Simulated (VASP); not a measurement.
# MnCo2N2 (P-3m1) in VASP: single point with PBE

Aim: the single point of MnCo2N2 with PBE.

All numbers are computed with VASP 6.6.1; they aren't measurements. Logs are shortened: lines on timing, memory, paths and dates and some standing lists are left out, and cuts for length are marked.

## 1. The cell of the first run

The structure is trigonal, space group P-3m1 (No. 164). Conventional cell: a = 2.878 Å, b = 2.878 Å, c = 6.453 Å, α = 90.00°, β = 90.00°, γ = 120.00°. Co (site symmetry 3m) has 3 N at 1.89 Å within 2.5 Å. Within 2.9 Å of Mn (site symmetry -3m) lie 6 N at 2.09 Å and 6 Co at 2.73 Å and 6 Mn at 2.88 Å. N (site symmetry 3m) has 3 Co at 1.89 Å and 3 Mn at 2.09 Å within 2.5 Å.

## 2. Single point, PBE, collinear spin, ferromagnetic start

Input file INCAR:

```
SYSTEM = MnCo2N2
ALGO     = Normal         ! electronic algorithm
EDIFF    = 1E-6           ! SCF threshold, eV
ENCUT    = 520            ! plane-wave cutoff, eV
GGA      = PE             ! functional
ISIF     = 2              ! what is computed and relaxed
ISMEAR   = -1             ! smearing method
ISPIN    = 2              ! spin polarisation
LASPH    = .TRUE.         ! aspherical terms in the spheres
LCHARG   = .FALSE.        ! write CHGCAR
LMAXMIX  = 4              ! l up to which the mixer works
LORBIT   = 11             ! projections on sites
LREAL    = .FALSE.        ! projectors in reciprocal space
LWAVE    = .FALSE.        ! write WAVECAR
MAGMOM   = 3.5 3.5 5.5 0 0 ! initial moments
NBANDS   = 32             ! bands
NELM     = 150            ! most SCF steps
PREC     = Accurate       ! precision mode
SIGMA    = 0.05           ! smearing width, eV
```

Input file KPOINTS:

```
k-points
0
G
  11 11 4
  0 0 0
```

Input file POSCAR:

```
MnCo2N2
1.0
    2.8779217701      0.0000000000      0.0000000000
   -1.4389608851      2.4923533630      0.0000000000
    0.0000000000      0.0000000000      6.4526060264
Co Mn N
2 1 2
Direct
    0.3333333333      0.6666666667      0.8356380000
    0.6666666667      0.3333333333      0.1643620000
    0.0000000000      0.0000000000      0.5000000000
    0.3333333333      0.6666666667      0.3046360000
    0.6666666667      0.3333333333      0.6953640000
```

Potentials or basis: VASP PAW PBE potentials, release 64 (Co, Mn_pv, N).

Run with:

```bash
> cat potpaw_PBE.64/Co/POTCAR potpaw_PBE.64/Mn_pv/POTCAR potpaw_PBE.64/N/POTCAR > POTCAR
> mpirun -np 1 vasp_std > vasp.out
```

OUTCAR:

```text
SYSTEM = MnCo2N2
   EDIFF = 1E-6
   ENCUT = 520
   GGA = PE
   ISIF = 2
   ISMEAR = -1
   ISPIN = 2
   LASPH = .TRUE.
   LORBIT = 11
   LREAL = .FALSE.
   NELM = 150
   PREC = Accurate

 ion  position               nearest neighbor table
   1  0.333  0.667  0.836-   5 1.89   5 1.89   5 1.89   2 2.69   2 2.69   2 2.69   3 2.73   3 2.73
                             3 2.73
   2  0.667  0.333  0.164-   4 1.89   4 1.89   4 1.89   1 2.69   1 2.69   1 2.69   3 2.73   3 2.73
                             3 2.73
   3  0.000  0.000  0.500-   4 2.09   5 2.09   5 2.09   4 2.09   5 2.09   4 2.09   1 2.73   2 2.73
                             1 2.73   2 2.73   2 2.73   1 2.73
   4  0.333  0.667  0.305-   2 1.89   2 1.89   2 1.89   3 2.09   3 2.09   3 2.09
   5  0.667  0.333  0.695-   1 1.89   1 1.89   1 1.89   3 2.09   3 2.09   3 2.09

  LATTYP: Found a hexagonal cell.
 ALAT       =     2.8779217701
 C/A-ratio  =     2.2421061244

  Lattice vectors:

 A1 = (   2.8779217701,   0.0000000000,   0.0000000000)
 A2 = (  -1.4389608851,   2.4923533630,   0.0000000000)
 A3 = (   0.0000000000,   0.0000000000,   6.4526060264)

Analysis of symmetry for initial positions (statically):
=====================================================================
 Subroutine PRICEL returns:
 Original cell was already a primitive cell.

 Routine SETGRP: Setting up the symmetry group for a
 hexagonal supercell.

 Subroutine GETGRP returns: Found 12 space group operations
 (whereof 12 operations were pure point group operations)
 out of a pool of 24 trial point group operations.

The static configuration has the point symmetry D_3d.

Analysis of symmetry for dynamics (positions and initial velocities):
=====================================================================
 Subroutine PRICEL returns:
 Original cell was already a primitive cell.

 Routine SETGRP: Setting up the symmetry group for a
 hexagonal supercell.

 Subroutine GETGRP returns: Found 12 space group operations
 (whereof 12 operations were pure point group operations)
 out of a pool of 24 trial point group operations.

The dynamic configuration has the point symmetry D_3d.

Analysis of structural, dynamic, and magnetic symmetry:
=====================================================================
 Subroutine PRICEL returns:
 Original cell was already a primitive cell.

 Routine SETGRP: Setting up the symmetry group for a
 hexagonal supercell.

 Subroutine GETGRP returns: Found 12 space group operations
 (whereof 12 operations were pure point group operations)
 out of a pool of 24 trial point group operations.

[... 139 lines left out ...]
  volume of cell :       46.28
 maximum number of plane-waves:      1284
 NGX is ok and might be reduce to    24
   NGX = 11   NGY = 11   NGZ = 23

 number of electron      41.0000019 magnetization      10.0077852

 number of electron      41.0000022 magnetization       3.6119541

 Free energy of the ion-electron system (eV)
  ---------------------------------------------------
  ext. energy  EPLUGINS =         0.00000000
  ---------------------------------------------------
  free energy    TOTEN  =       -39.34797147 eV

  energy without entropy =      -39.31275453  energy(sigma->0) =      -39.33036300

 E-fermi :  10.0810     XC(G=0): -13.1821

 val. band max:       10.0803629636   @ k =   0.1818   0.0909   0.0000
 cond. band min:      10.0877280704   @ k =   0.3636   0.1818   0.5000
 fundamental gap:      0.0073651067
 Fermi energy:        10.0809778381

 spin component 1

 k-point     1 :       0.0000    0.0000    0.0000
  band No.  band energies     occupation
      1     -40.2859      1.00000
      2     -40.1290      1.00000
      3     -40.1290      1.00000
      4      -7.9174      1.00000
      5      -6.7181      1.00000
      6       1.1493      1.00000
[... 829 lines left out ...]
     31      21.4208      0.00000
     32      21.8714      0.00000

 [... further k-points ...]

 spin component 2

 k-point     1 :       0.0000    0.0000    0.0000
  band No.  band energies     occupation
      1     -37.1886      1.00000
      2     -37.1651      1.00000
      3     -37.1651      1.00000
      4      -7.8193      1.00000
      5      -6.6494      1.00000
      6       1.4181      1.00000
[... 829 lines left out ...]
     31      21.7258      0.00000
     32      22.5600      0.00000

 [... further k-points ...]

------------------------ aborting loop because EDIFF is reached ----------------------------------------

  FORCE on cell =-STRESS in cart. coord.  units (eV):
  Direction    XX          YY          ZZ          XY          YZ          ZX
  --------------------------------------------------------------------------------------
  -------------------------------------------------------------------------------------
  Total       -0.6669326     -0.6669326     -0.7048539      0.0000000     -0.0000000      0.0000000
  in kB      -23.0870691    -23.0870691    -24.3997826      0.0000000     -0.0000000      0.0000000
  external PRESSURE =     -23.5246403 kB  Pullay stress =       0.0000000 kB

 VOLUME and BASIS-vectors are now :
 -----------------------------------------------------------------------------
  energy-cutoff  :      520.00
  volume of cell :       46.28
      direct lattice vectors                 reciprocal lattice vectors
     2.877921770  0.000000000  0.000000000     0.347472961  0.200613608  0.000000000
    -1.438960885  2.492353363  0.000000000     0.000000000  0.401227216  0.000000000
     0.000000000  0.000000000  6.452606026     0.000000000  0.000000000  0.154976144

 POSITION                                       TOTAL-FORCE (eV/Angst)
 -----------------------------------------------------------------------------------
     -0.00000      1.66157      5.39204        -0.000000     -0.000000     -0.098240
      1.43896      0.83078      1.06056         0.000000      0.000000      0.098240
      0.00000      0.00000      3.22630         0.000000      0.000000      0.000000
     -0.00000      1.66157      1.96570        -0.000000      0.000000      0.014699
      1.43896      0.83078      4.48691         0.000000     -0.000000     -0.014699
 -----------------------------------------------------------------------------------
    total drift:                                0.000000      0.000000      0.000000

  FREE ENERGIE OF THE ION-ELECTRON SYSTEM (eV)
  ---------------------------------------------------
  free  energy   TOTEN  =       -39.3479714656 eV

  energy  without entropy=      -39.3127545293  energy(sigma->0) =      -39.33036300

 total charge

# of ion       s       p       d       tot
------------------------------------------
    1        0.415   0.562   7.434   8.411
    2        0.415   0.562   7.434   8.411
    3        0.264   6.318   5.147  11.729
    4        1.247   2.446   0.000   3.693
    5        1.247   2.446   0.000   3.693
--------------------------------------------------
tot          3.588  12.334  20.014  35.936

 magnetization (x)

# of ion       s       p       d       tot
------------------------------------------
    1        0.008  -0.006   0.382   0.384
    2        0.008  -0.006   0.382   0.384
    3        0.016   0.019   2.739   2.773
    4        0.007   0.012   0.000   0.019
    5        0.007   0.012   0.000   0.019
--------------------------------------------------
tot          0.047   0.029   3.503   3.579
```

OSZICAR:

```text
N       E                     dE             d eps       ncg     rms          rms(c)
DAV:   1     0.383677871992E+03    0.38368E+03   -0.20641E+04  7568   0.168E+03
DAV:   2    -0.720164346130E+01   -0.39088E+03   -0.36136E+03  7560   0.410E+02
DAV:   3    -0.454213545056E+02   -0.38220E+02   -0.36273E+02  8736   0.140E+02
[... 13 lines left out ...]
DAV:  17    -0.393479324154E+02   -0.79063E-04   -0.79662E-04 10272   0.327E-01    0.103E-01
DAV:  18    -0.393479616227E+02   -0.29207E-04   -0.18858E-04 10672   0.129E-01    0.470E-02
DAV:  19    -0.393479659401E+02   -0.43173E-05   -0.20800E-05  8296   0.447E-02    0.316E-02
DAV:  20    -0.393479707825E+02   -0.48425E-05   -0.31196E-06  7272   0.256E-02    0.197E-02
DAV:  21    -0.393479714656E+02   -0.68309E-06   -0.14799E-06  5024   0.158E-02
   1 F= -.39347971E+02 E0= -.39330363E+02  d E =-.352169E-01  mag=     3.6134
```

It took 2.2 min on 1 thread of Intel Xeon Platinum 8488C (Sapphire Rapids), shared host; peak memory 0.28 GiB.

What came out:

```
Free energy                                           : -39.3480 eV
Pressure                                              : -2.4 GPa
Largest force                                         : 0.098 eV/Å
Net moment                                            : 3.61 μB per cell
Site moments                                          : Co +0.38; Mn +2.77; N +0.02 μB
Valence electrons inside the program's atomic spheres : Co 8.41; Mn 11.73; N 3.69
```

Forces on the atoms (eV/Å):
```
Co   0.000  0.000 -0.098
Co   0.000  0.000  0.098
Mn   0.000  0.000  0.000
N    0.000  0.000  0.015
N    0.000  0.000 -0.015
```

With open d or f shells a metallic result of PBE can be an artefact of self-interaction; +U or a hybrid may open a gap.
